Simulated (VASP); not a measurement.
Wanted: the native input for a VASP 6.6.1 run.

| Item | Value |
| --- | --- |
| Task | single point |
| Functional | PBEsol |
| Potentials or basis | VASP PAW PBE potentials, release 64 (Pb_d) |
| Cutoff | 520 eV |
| k mesh | 12 × 12 × 7 |
| Occupations | fermi-dirac, width 0.05 eV |
| Spin | no spin polarisation |
| Dipole correction | no |
| Further INCAR settings | ALGO = Normal; EDIFF = 1e-07; NBANDS = 21 |

The structure of Pb lies in POSCAR:

```
Pb
1.0
    3.4800006906      0.0522000104      0.0522000104
   -1.6947938102      2.9876689980      0.0191065299
    0.0838500000      0.0838500000      5.5900000000
Pb
2
Direct
    0.3333333333      0.6666666667      0.2500000000
    0.6666666667      0.3333333333      0.7500000000
```

This cell differs from its parent crystal: equal xy, yz and zx shear strains of +3 %.

One way to write it, as run:

INCAR

```
SYSTEM = Pb
PREC = Accurate
ENCUT = 520
EDIFF = 1E-7
ISMEAR = -1
SIGMA = 0.05
LREAL = .FALSE.
LASPH = .TRUE.
NELM = 80
ALGO = Normal
ISIF = 2
LWAVE = .FALSE.
LCHARG = .FALSE.
GGA = PS
NBANDS = 21
```

KPOINTS

```
regular mesh
0
G
  12 12 7
  0 0 0
```

Potentials or basis: VASP PAW PBE potentials, release 64 (Pb_d).

Launch:

```sh
$ cat potpaw_PBE.64/Pb_d/POTCAR > POTCAR
$ mpirun -np 1 vasp_std > vasp.out
```

Results of the run:

The pressure is 1.0 GPa and the largest force is 0.010 eV/Å. The band gap on the k mesh is zero (bands 14 and 15 overlap by 7.46 eV).

Caveat: the cell differs from its parent crystal (equal xy, yz and zx shear strains of +3 %); the PAW data sets were made with another functional, which shifts forces and pressure a little; spin-orbit coupling is left out, which moves the levels of the heavy elements.

Run time: 11 min on 1 thread of AMD EPYC 7R13 (shared host), peak memory 0.53 GiB.
